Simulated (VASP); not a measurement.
Write the native input for VASP 6.6.1 that does the following.

| Item | Value |
| --- | --- |
| Task | single point |
| Functional | PBE |
| Potentials or basis | VASP PAW PBE potentials, release 64 (Al, Si) |
| Cutoff | 520 eV |
| k mesh | 14 × 14 × 14 |
| Occupations | gaussian, width 0.1 eV |
| Spin | no spin polarisation |
| Dipole correction | no |
| Further INCAR settings | ALGO = Fast; EDIFF = 1e-07; NBANDS = 12 |

The structure of Al2Si lies in POSCAR:

```
Al2Si
1.0
    0.0000000000      3.0575494788      3.0575494788
    3.0575494788      0.0000000000      3.0575494788
    3.0575494788      3.0575494788      0.0000000000
Al Si
2 1
Direct
    0.7500000000      0.7500000000      0.7500000000
    0.5000000000      0.5000000000      0.5000000000
    0.2500000000      0.2500000000      0.2500000000
```

The cell was generated, and may not be a known phase.

These files were run (other wordings do the same):

INCAR

```
SYSTEM = Al2Si
ALGO     = Fast           ! electronic algorithm
EDIFF    = 1E-7           ! SCF threshold, eV
ENCUT    = 520            ! plane-wave cutoff, eV
GGA      = PE             ! functional
ISIF     = 2              ! what is computed and relaxed
ISMEAR   = 0              ! smearing method
LASPH    = .True.         ! aspherical terms in the spheres
LCHARG   = .False.        ! write CHGCAR
LREAL    = .False.        ! projectors in reciprocal space
LWAVE    = .False.        ! write WAVECAR
NBANDS   = 12             ! bands
NELM     = 100            ! most SCF steps
PREC     = Accurate       ! precision mode
SIGMA    = 0.1            ! smearing width, eV
```

KPOINTS

```
k-points
0
Gamma
  14 14 14
  0 0 0
```

Potentials or basis: VASP PAW PBE potentials, release 64 (Al, Si).

Command:

```bash
$ cat potpaw_PBE.64/Al/POTCAR potpaw_PBE.64/Si/POTCAR > POTCAR
$ mpirun -np 1 vasp_std > vasp.out
```

Results of the run:

```json
{"Pressure": "0.0 GPa", "Band gap on the k mesh": "zero (bands 5 and 6 overlap by 0.75 eV)"}
```

Run time: 39 s on 1 thread of AMD EPYC 9R45 96-Core Processor (Zen 5), with other jobs on the host, peak memory 0.18 GiB.
